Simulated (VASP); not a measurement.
Wanted: the native input for a VASP 6.6.1 run.

```yaml
Task: single point
Functional: PBEsol
Potentials_or_basis: VASP PAW PBE potentials, release 64 (Ti_sv)
Cutoff: 520 eV
k_mesh: 12 × 12 × 14
Occupations: gaussian, width 0.1 eV
Spin: no spin polarisation
Dipole_correction: no
Further_INCAR_settings: ALGO = Fast; EDIFF = 1e-06; NBANDS = 25
```

The structure of Ti lies in POSCAR:

```
Ti
1.0
    4.4009669120      0.0000000000      0.0000000000
   -2.2004834560      3.8113491470      0.0000000000
    0.0000000000      0.0000000000      2.7376023936
Ti
3
Direct
    0.0000000000      0.0000000000      0.0000000000
    0.3333333333      0.6666666667      0.5000000000
    0.6666666667      0.3333333333      0.5000000000
```

This isn't the form of Ti at room conditions, which is hcp.

These files were run (other wordings do the same):

INCAR

```
PREC = Accurate
ENCUT = 520
EDIFF = 1E-6
ISMEAR = 0
SIGMA = 0.1
LREAL = False
LASPH = True
NELM = 80
ALGO = Fast
ISIF = 2
LWAVE = False
LCHARG = True
GGA = PS
LELF = True
LVHAR = True
NBANDS = 25
```

KPOINTS

```
regular mesh
0
Gamma
  12 12 14
```

Potentials or basis: VASP PAW PBE potentials, release 64 (Ti_sv).

Launch:

```bash
$ cat potpaw_PBE.64/Ti_sv/POTCAR > POTCAR
$ mpirun -np 1 vasp_std > vasp.out
```

It gave:

```
Pressure               : 9.4 GPa
Band gap on the k mesh : zero (bands 18 and 19 overlap by 0.42 eV)
```

Caveat: the cell stands under pressure; the PAW data sets were made with another functional, which shifts forces and pressure a little.

It took 7.9 min on 1 thread of Intel Xeon 8259CL, on a shared host, peak memory 0.26 GiB.
